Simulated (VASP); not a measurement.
Here is a VASP 6.6.1 calculation.

INCAR

```
AGGAC    = 1.0          
AGGAX    = 1.0          
ALDAC    = 0.0          
ALDAX    = 1.0          
ALGO     = Normal         # electronic algorithm
EDIFF    = 1E-6           # SCF threshold, eV
ENCUT    = 520            # plane-wave cutoff, eV
GGA      = B5             # functional
ISIF     = 2              # what is computed and relaxed
ISMEAR   = -1             # smearing method
LASPH    = T              # aspherical terms in the spheres
LCHARG   = T              # write CHGCAR
LELF     = T              # ELF
LREAL    = F              # projectors in reciprocal space
LVHAR    = T            
LWAVE    = F              # write WAVECAR
NBANDS   = 19             # bands
NELM     = 80             # most SCF steps
PREC     = Accurate       # precision mode
SIGMA    = 0.05           # smearing width, eV
```

File KPOINTS:

```
k-points
0
Gamma
  10 10 6
```

File POSCAR:

```
Ti
1.0
    2.9657745849      0.0000000000      0.0000000000
   -1.4828872924      2.5684361324      0.0000000000
    0.0000000000      0.0000000000      4.6718374006
Ti
2
Direct
    0.6666666667      0.3333333333      0.7500000000
    0.3333333333      0.6666666667      0.2500000000
```

Potentials or basis: VASP PAW PBE potentials, release 64 (Ti_sv).

Run with:

```bash
$ cat potpaw_PBE.64/Ti_sv/POTCAR > POTCAR
$ mpirun -np 1 vasp_std > vasp.out
```

(1) What does it give for the band gap on the k mesh?

(2) Estimate the pressure.

## Answers

(1) zero (bands 12 and 13 overlap by 0.91 eV).

(2) 0.0 GPa.

Caveat: the PAW data sets were made with another functional, which shifts forces and pressure a little.
